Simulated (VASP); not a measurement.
Input of a VASP 6.6.1 run:

Contents of INCAR:

```
PREC = Accurate
ENCUT = 520
EDIFF = 1E-8
ISMEAR = -1
SIGMA = 0.05
LREAL = False
LASPH = True
NELM = 80
ALGO = Normal
ISIF = 2
LWAVE = False
LCHARG = False
GGA = PE
LEFG = True
NBANDS = 19
```

File KPOINTS:

```
regular mesh
0
Gamma
  13 13 6
```

POSCAR

```
Zn
1.0
    2.6700000000      0.0000000000      0.0000000000
   -1.3350000000      2.3122878281      0.0000000000
    0.0000000000      0.0000000000      4.9660000000
Zn
2
Direct
    0.2733333333      0.6366666667      0.2050000000
    0.7266666667      0.3633333333      0.7950000000
```

Potentials or basis: VASP PAW PBE potentials, release 64 (Zn).

Command:

```console
$ cat potpaw_PBE.64/Zn/POTCAR > POTCAR
$ mpirun -np 1 vasp_std > vasp.out
```

**Question.** What does it give for the pressure?

**Answer.** 5.9 GPa.

**Question.** What does it give for the band gap on the k mesh?

**Answer.** Zero (bands 12 and 13 overlap by 3.99 eV).

**Question.** What does it give for the largest force?

**Answer.** 1.604 eV/Å.

Electric field gradients, principal values (V/Å²):
```tsv
atom	least	middle	greatest (by size)
1 Zn	-4.910	-22.728	27.637
2 Zn	-4.910	-22.728	27.637
```

Caveat: the cell differs from its parent crystal (shortest bond scaled by 0.82); the stress differs along the axes, from 3 to 11 GPa; without QUAD_EFG the Cq values of the log hold for a quadrupole moment of 1 mb, not for the nuclei; forces of over 1 eV/Å act on the atoms, so gaps and moduli don't describe the material at rest.
